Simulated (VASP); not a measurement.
Crystal: GaSb3.

```xyz
8
Lattice="4.3829 0.0004 -0.0462 -2.1911 3.8302 0.0191 -0.1556 -0.0156 14.5265" Properties=species:S:1:pos:R:3 pbc="T T T"
Ga   -0.0947    2.5428    1.0082
Ga    2.1734    1.2077    4.3912
Sb   -0.1032   -0.0199   14.5543
Sb    0.0191    2.5268    3.6586
Sb    2.1000    1.2640    7.1074
Sb   -0.1503    0.0337    8.5857
Sb   -0.1253    2.6051   10.7593
Sb    2.0884    1.2647   12.1873
```

| Quantity | Value |
| --- | --- |
| Program | VASP 6.6.1 |
| Task | relaxation of cell and atoms |
| Functional | PBE |
| Potentials or basis | VASP PAW PBE potentials, release 64 (Ga_d, Sb) |
| Cutoff | 600 eV |
| k mesh | 6 × 6 × 2 |
| Occupations | gaussian, width 0.2 eV |
| Spin | no spin polarisation |

At the start: pressure 1.2 GPa; volume 30.48 Å³/atom.

Q: Where does the relaxation end?

A: Over 14 steps the energy falls by 20.5 meV/atom and the volume is 31.04 Å³/atom (+1.8 %); space group P1 (No. 1, to 0.1 Å) before, P3m1 (No. 156, to 0.1 Å).

Step by step:
| step | energy change (eV) | largest force (eV/Å) | pressure (GPa) | volume (Å³) |
| --- | --- | --- | --- | --- |
| 1 | 0.0000 | 0.8817 | 1.20 | 243.85 |
| 2 | -0.1161 | 0.3580 | -0.62 | 251.97 |
| 3 | -0.1168 | 0.3876 | -0.50 | 251.34 |
| 4 | -0.1459 | 0.1961 | -0.12 | 249.08 |
| 5 | -0.1517 | 0.2018 | 0.18 | 247.58 |
| 6 | -0.1580 | 0.1313 | -0.01 | 248.43 |
| 7 | -0.1582 | 0.1216 | -0.07 | 248.67 |
| 8 | -0.1607 | 0.0607 | -0.03 | 248.40 |
| 9 | -0.1611 | 0.0661 | 0.02 | 248.24 |
| 10 | -0.1621 | 0.0454 | -0.01 | 248.35 |
| 11 | -0.1625 | 0.0404 | -0.02 | 248.46 |
| 12 | -0.1630 | 0.0307 | 0.01 | 248.30 |
| 13 | -0.1632 | 0.0303 | 0.03 | 248.18 |
| 14 | -0.1636 | 0.0236 | -0.03 | 248.30 |

Final structure:
```cif
data_structure
_symmetry_space_group_name_H-M 'P 1'
_symmetry_Int_Tables_number 1
_cell_length_a 4.4021
_cell_length_b 4.4008
_cell_length_c 14.7969
_cell_angle_alpha 90.086
_cell_angle_beta 90.025
_cell_angle_gamma 119.983
_cell_volume 248.30
loop_
_atom_site_label
_atom_site_type_symbol
_atom_site_fract_x
_atom_site_fract_y
_atom_site_fract_z
_atom_site_occupancy
Ga1 Ga 0.33182 0.66531 0.06519 1
Ga2 Ga 0.66990 0.32421 0.30727 1
Sb1 Sb 0.99796 0.99778 0.00129 1
Sb2 Sb 0.33627 0.65729 0.24926 1
Sb3 Sb 0.66356 0.33745 0.49273 1
Sb4 Sb 0.99777 0.00714 0.59316 1
Sb5 Sb 0.33384 0.67055 0.73922 1
Sb6 Sb 0.66888 0.34027 0.84287 1
```
